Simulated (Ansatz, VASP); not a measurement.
Two plane-wave programs on SiNi

INCAR

```
  ALGO = Normal
  EDIFF = 1E-7
  ENCUT = 520
  GGA = PS
  ISIF = 2
  ISMEAR = 0
  LASPH = T
  LCHARG = T
  LELF = T
  LREAL = F
  LVHAR = T
  LWAVE = F
  NBANDS = 38
  NELM = 60
  PREC = Accurate
  SIGMA = 0.15
```

KPOINTS

```
k-points
0
Gamma
  8 12 8
```

POSCAR

```
SiNi
1.0
    4.9351934525      0.0000000000      0.0000000000
    0.0000000000      3.2570383932      0.0000000000
    0.0000000000      0.0000000000      5.6107475485
Si Ni
4 4
Direct
    0.3214276689      0.7500000000      0.0865554891
    0.1785723311      0.2500000000      0.5865554891
    0.8214276689      0.7500000000      0.4134445109
    0.6785723311      0.2500000000      0.9134445109
    0.0093007299      0.2500000000      0.1873863599
    0.4906992701      0.7500000000      0.6873863599
    0.5093007299      0.2500000000      0.3126136401
    0.9906992701      0.7500000000      0.8126136401
```

Input for Ansatz:

```yaml
crystal:
  lattice:
    - [4.9351934525, 0.0, 0.0]
    - [0.0, 3.2570383932, 0.0]
    - [0.0, 0.0, 5.6107475485]
  atoms:
    - { symbol: Si, position: [0.3214276689, 0.75, 0.0865554891] }
    - { symbol: Si, position: [0.1785723311, 0.25, 0.5865554891] }
    - { symbol: Si, position: [0.8214276689, 0.75, 0.4134445109] }
    - { symbol: Si, position: [0.6785723311, 0.25, 0.9134445109] }
    - { symbol: Ni, position: [0.0093007299, 0.25, 0.1873863599] }
    - { symbol: Ni, position: [0.4906992701, 0.75, 0.6873863599] }
    - { symbol: Ni, position: [0.5093007299, 0.25, 0.3126136401] }
    - { symbol: Ni, position: [0.9906992701, 0.75, 0.8126136401] }
basis:
  ecutwfc: 420
kpoints:
  mp_grid: { grid: [8, 12, 8] }
hamiltonian:
  xc: pbesol
scf:
  occupations: { method: gaussian, width: 0.15 }
output:
  forces: true
  stress: true
  eigenvalues: true
```

Change from the starting cell: strain -0.030 along x and y, +0.015 along z, atoms carried along.

Alike in both runs: task single point; functional PBEsol; k mesh 8 × 12 × 8; occupations gaussian, width 0.15 eV; no spin polarisation.

|  | VASP | Ansatz |
| --- | --- | --- |
| version | VASP 6.6.1 | Ansatz 0.2.0 |
| potentials or method | VASP PAW PBE potentials, release 64 (Si, Ni), cutoff 520 eV | scalar-relativistic, plane waves, PAW |
| valence electrons in the cell | 56 | 88 |

|  | VASP | Ansatz | Ansatz less VASP |
| --- | --- | --- | --- |
| gap on the k mesh at the Fermi level (eV) | none | none | - |
| pressure (GPa) | 10.6 | 10.5 | -0.18 |
| traceless stress, the component that is largest in VASP (GPa) | -7.00 | -7.08 | -0.082 |
| rms of the force components (eV/Å) | 0.094 | 0.095 | +0.0011 |

VASP's potentials were made for PBE, not for PBEsol. Atom by atom the forces differ by 0.005 eV/Å (rms over components). A gap of «none» marks a metal or a gap that the smearing closes. VASP's potentials hold 56 valence electrons a cell and Ansatz's 88, so a difference there can come from the potentials and not from the codes.
